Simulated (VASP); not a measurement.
Nb: single point with PBE

Crystal: Nb.

```
Nb
1.0
     0.00000    2.11500    2.11500
     2.22075    0.00000    2.11500
     2.22075    2.11500    0.00000
Nb
1
Direct
  0.00000 0.00000 0.00000
```

This cell differs from its parent crystal: strain +0.0500 x Voigt [1, 0, 0, 0, 0, 0].

| Property | Result |
| --- | --- |
| Program | VASP 6.6.1 |
| Task | single point |
| Functional | PBE |
| Potentials or basis | VASP PAW PBE potentials, release 64 (Nb_sv) |
| Cutoff | 520 eV |
| k mesh | 20 × 20 × 20 |
| Occupations | gaussian, width 0.15 eV |
| Spin | no spin polarisation |
| Dipole correction | no |
| Further INCAR settings | ALGO = Fast; EDIFF = 1e-06; NBANDS = 12 |

```
Pressure               : -9.1 GPa
Band gap on the k mesh : zero (an odd number of electrons rules out a gap without spin polarisation)
```

Stress tensor (GPa, compression positive):
```
 -3.11   0.00   0.00
  0.00 -12.04   0.00
  0.00   0.00 -12.04
```

Levels at points of the mesh, in eV from the Fermi level:
```
           k point  band 2  band 3  band 4  band 5  band 6  band 7  band 8  band 9  band 10  band 11
(0.00, 0.00, 0.00)  -30.34  -30.33  -30.33   -6.06   -0.20    0.35    0.35    2.16     2.89    11.79
(0.50, 0.00, 0.00)  -31.32  -30.50  -30.42   -3.61   -0.29    0.28    1.20    4.20     4.48     9.72
(0.50, 0.50, 0.00)  -31.26  -30.76  -30.66   -3.74   -3.04    3.56    4.27    4.58     5.13    10.33
(0.00, 0.50, 0.50)  -31.25  -30.63  -30.63   -3.73   -2.98    2.74    4.37    4.83     4.83    11.27
```

Run time: 6.1 min on 1 thread of Intel Xeon 8259CL, on a shared host, peak memory 0.27 GiB.

Caveat: the cell differs from its parent crystal (strain +0.0500 x Voigt [1, 0, 0, 0, 0, 0]); the stress differs along the axes, from -12 to -3 GPa.
